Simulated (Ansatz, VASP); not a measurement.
**One calculation of InP, two programs**

```xyz
2
Lattice="0.0000 2.7145 2.7145 2.7145 0.0000 2.7145 2.7145 2.7145 0.0000" Properties=species:S:1:pos:R:3 pbc="T T T"
In    0.0000    0.0000    0.0000
P     2.7145    2.7145    2.7145
```

Change from the starting cell: volume scaled by 0.9405, PAW files.

Alike in both runs: task electric field gradients; functional PBE; k mesh 14 × 14 × 14; occupations fermi-dirac, width 0.08 eV; no spin polarisation.

```csv
,VASP,Ansatz
version,VASP 6.6.1,Ansatz 0.2.0
potentials or method,"VASP PAW PBE potentials, release 64 (In_d, P)","PAW with Ansatz's default frozen-core files, scalar-relativistic"
plane-wave cutoff (eV),520,420
valence electrons in the cell,18,18
```

```tsv
	VASP	Ansatz	Ansatz less VASP
pressure (GPa)	5.2	5.2	+0.03
```
